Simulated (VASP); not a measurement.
## AgI (zincblende type): single point with PBEsol

Crystal: AgI (zincblende type).

```
Ag I
1.0
     0.00000    2.56055    2.56055
     2.56055    0.00000    2.56055
     2.56055    2.56055    0.00000
Ag I
1 1
Direct
  0.00000 0.00000 0.00000
  0.25000 0.25000 0.25000
```

This cell differs from its parent crystal: volume scaled by 0.5.

* Program: VASP 6.6.1
* Task: single point
* Functional: PBEsol
* Potentials or basis: VASP PAW PBE potentials, release 64 (Ag, I)
* Cutoff: 500 eV
* k mesh: 12 × 12 × 12
* Occupations: fermi-dirac, width 0.05 eV
* Spin: no spin polarisation

The pressure is 146.8 GPa. The band gap on the k mesh is 1.03 eV, direct.

Levels at points of the mesh, in eV from the valence-band top:
```csv
k point,band 7,band 8,band 9,band 10,band 11,band 12
"(0.00, 0.00, 0.00)",0.00,0.00,0.00,1.03,3.62,3.62
"(0.50, 0.00, 0.00)",-8.27,-2.62,-2.62,1.40,4.60,4.60
"(0.50, 0.50, 0.00)",-7.27,-6.02,-6.02,1.17,1.75,9.97
```

Wall time 16 s on 1 thread of Intel(R) Xeon(R) 6975P-C (Granite Rapids) (shared host), peak memory 0.18 GiB.

Caveat: the PAW data sets were made with another functional, which shifts forces and pressure a little; spin-orbit coupling is left out, which moves the levels of the heavy elements. A k mesh can miss the band edges.
